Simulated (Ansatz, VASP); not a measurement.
**One calculation of GeW3, two programs**

INCAR

```
  PREC = Accurate
  ENCUT = 520
  EDIFF = 1E-6
  ISMEAR = 0
  SIGMA = 0.1
  LREAL = False
  LASPH = True
  NELM = 100
  ALGO = Normal
  ISIF = 2
  LWAVE = False
  LCHARG = True
  GGA = PE
  LELF = True
  LVHAR = True
  NBANDS = 36
```

The input KPOINTS:

```
regular mesh
0
Gamma
  4 4 4
```

POSCAR

```
GeW3
1.0
    4.6189932400      0.0000000000      0.0000000000
    0.0000000000      4.6189932400      0.0000000000
    0.0000000000      0.0000000000      3.9543527300
Ge W
1 3
Direct
    0.5000000000      0.5000000000      0.5000000000
    0.0000000000      0.5000000000      0.5000000000
    0.5000000000      0.0000000000      0.5000000000
    0.0000000000      0.0000000000      0.0000000000
```

Input for Ansatz:

```yaml
crystal:
  lattice:
    - [4.61899324, 0.0, 0.0]
    - [0.0, 4.61899324, 0.0]
    - [0.0, 0.0, 3.95435273]
  atoms:
    - { symbol: Ge, position: [0.5, 0.5, 0.5] }
    - { symbol: W, position: [0.0, 0.5, 0.5] }
    - { symbol: W, position: [0.5, 0.0, 0.5] }
    - { symbol: W, position: [0.0, 0.0, 0.0] }
basis:
  ecutwfc: 420
kpoints:
  mp_grid: { grid: [4, 4, 4] }
hamiltonian:
  xc: pbe
scf:
  occupations: { method: gaussian, width: 0.1 }
  lower_state_search: "off"
output:
  forces: true
  stress: true
  eigenvalues: true
```

Alike in both runs: task single point; functional PBE; k mesh 4 × 4 × 4; occupations gaussian, width 0.1 eV; no spin polarisation.

```csv
,VASP,Ansatz
version,VASP 6.6.1,Ansatz 0.2.0
potentials or method,"VASP PAW PBE potentials, release 64 (Ge_d, W_sv), cutoff 520 eV","scalar-relativistic, plane waves, PAW"
valence electrons in the cell,56,56
```

VASP gave:

| Quantity | Value |
| --- | --- |
| gap on the k mesh at the Fermi level (eV) | none |
| pressure (GPa) | -8.5 |
| traceless stress, the component that is largest in VASP (GPa) | -26.65 |

Problem. Estimate Ansatz's values.

Solution. gap on the k mesh at the Fermi level (eV): none; pressure (GPa): -8.6; traceless stress, the component that is largest in VASP (GPa): -26.49.

A gap of «none» marks a metal or a gap that the smearing closes.

The k mesh is coarse, so the values compare programs but aren't converged. Spin-orbit coupling is off throughout.
